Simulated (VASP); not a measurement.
Set up this calculation in VASP 6.6.1, as the native input.

* Task: relaxation of cell and atoms
* Functional: PBEsol
* Potentials or basis: VASP PAW PBE potentials, release 64 (Ru_pv)
* Cutoff: 600 eV
* k mesh: 6 × 6 × 6
* Occupations: gaussian, width 0.1 eV
* Spin: no spin polarisation
* Dipole correction: no
* Further INCAR settings: ALGO = Normal; EDIFF = 1e-07; IBRION = 2; EDIFFG = -0.04; NSW = 90; ISIF = 3

The structure of Ru lies in POSCAR:

```
Ru
1.0
    4.4642422224      0.0000000000      0.0000000000
   -2.2321211112      3.8661471732      0.0000000000
    0.0000000000      0.0000000000      2.7367745798
Ru
3
Direct
    0.0000000000      0.0000000000      0.0000000000
    0.3333333333      0.6666666667      0.5000000000
    0.6666666667      0.3333333333      0.5000000000
```

The input as run:

INCAR

```
SYSTEM = Ru
PREC = Accurate
ENCUT = 600
EDIFF = 1E-7
ISMEAR = 0
SIGMA = 0.1
LREAL = .False.
LASPH = .True.
NELM = 60
ALGO = Normal
ISIF = 3
LWAVE = .False.
LCHARG = .False.
GGA = PS
IBRION = 2
NSW = 90
EDIFFG = -0.04
```

KPOINTS

```
regular mesh
0
Gamma
  6 6 6
  0 0 0
```

Potentials or basis: VASP PAW PBE potentials, release 64 (Ru_pv).

The run is started by

```bash
$ cat potpaw_PBE.64/Ru_pv/POTCAR > POTCAR
$ mpirun -np 1 vasp_std > vasp.out
```

It gave:

| Property | Result |
| --- | --- |
| Relaxed volume | 13.67 Å³/atom |
| Relaxed cell | a = 4.224 Å, b = 4.224 Å, c = 2.653 Å, α = 90.00°, β = 90.00°, γ = 120.00° |
| Space group after relaxing (to 0.05 Å) | P6/mmm (No. 191) |
| Energy gained by relaxing | 256.9 meV/atom |
| Ionic steps | 10 |
| Pressure after relaxing | 0.0 GPa |
| Band gap on the k mesh | zero (band 21 reaches 13.91 eV, above the bottom of band 22 at 11.40 eV) |

Caveat: the k points lie up to 0.39 Å⁻¹ apart in the final cell; the PAW data sets were made with another functional, which shifts forces and pressure a little.

Wall time 2.3 min on 1 thread of Intel(R) Xeon(R) Platinum 8488C (Sapphire Rapids), with other jobs on the host, peak memory 0.2 GiB.
